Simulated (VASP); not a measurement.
## TaN: single point with PBEsol

TaN:

```xyz
2
Lattice="2.9240 0.0000 0.0000 -1.4620 2.5322 0.0000 0.0000 0.0000 2.8708" Properties=species:S:1:pos:R:3 pbc="T T T"
Ta    0.0000    0.0000    1.4354
N     1.4620    0.8441    0.0000
```

| Property | Result |
| --- | --- |
| Program | VASP 6.6.1 |
| Task | single point |
| Functional | PBEsol |
| Potentials or basis | VASP PAW PBE potentials, release 64 (Ta_pv, N) |
| Cutoff | 520 eV |
| k mesh | 18 × 18 × 16 |
| Occupations | fermi-dirac, width 0.05 eV |
| Spin | no spin polarisation |

The pressure is 0.8 GPa. The band gap on the k mesh is zero (band 8 reaches 8.56 eV, above the bottom of band 9 at 8.13 eV).

Stress tensor (GPa, compression positive):
```
0.78 0.00 0.00
0.00 0.78 0.00
0.00 0.00 0.98
```

Levels at points of the mesh, in eV from the Fermi level:
| k point | band 6 | band 7 | band 8 | band 9 | band 10 | band 11 |
| --- | --- | --- | --- | --- | --- | --- |
| (0.00, 0.00, 0.00) | -4.59 | -4.26 | -2.89 | 2.36 | 3.69 | 3.69 |
| (0.50, 0.00, 0.00) | -5.24 | -3.52 | -3.15 | 3.07 | 4.16 | 5.32 |
| (0.00, 0.00, 0.50) | -3.75 | -3.75 | -0.08 | -0.08 | 2.51 | 3.38 |
| (0.50, 0.00, 0.50) | -6.22 | -5.74 | -0.29 | 4.29 | 5.51 | 6.23 |

Run time: 39 s on 1 thread of Intel(R) Xeon(R) Platinum 8559C (Emerald Rapids), with other jobs on the host, peak memory 0.22 GiB.

Caveat: the PAW data sets were made with another functional, which shifts forces and pressure a little; spin-orbit coupling is left out, which moves the levels of the heavy elements.
